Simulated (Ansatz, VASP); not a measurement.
## ZnReH: VASP beside Ansatz

```
Zn Re H
1.0
     2.72841    0.00000    0.00000
     0.00000    2.72841    0.00000
     0.00000    0.00000    5.14484
Zn Re H
1 1 1
Direct
  0.00000 0.00000 0.50000
  0.00000 0.00000 0.00000
  0.50000 0.50000 0.00000
```

Alike in both runs: functional PBE; k mesh 6 × 6 × 4; occupations gaussian, width 0.1 eV; no spin polarisation.

Ansatz relaxed the structure, and its values are those at the end. VASP's run is a single point on that final structure, the one shown.

|  | VASP | Ansatz |
| --- | --- | --- |
| version | VASP 6.6.1 | Ansatz 0.2.0 |
| potentials or method | VASP PAW PBE potentials, release 64 (Zn, Re, H), cutoff 520 eV | scalar-relativistic, plane waves, PAW |
| valence electrons in the cell | 20 | 28 |

```tsv
	VASP	Ansatz	Ansatz less VASP
gap on the k mesh at the Fermi level (eV)	none	none	-
pressure (GPa)	0.1	-0.2	-0.27
```

A gap of «none» marks a metal or a gap that the smearing closes. VASP's potentials hold 20 valence electrons a cell and Ansatz's 28, so a difference there can come from the potentials and not from the codes.

The k mesh is coarse, so the values compare programs but aren't converged. Neither program's run includes spin-orbit coupling.
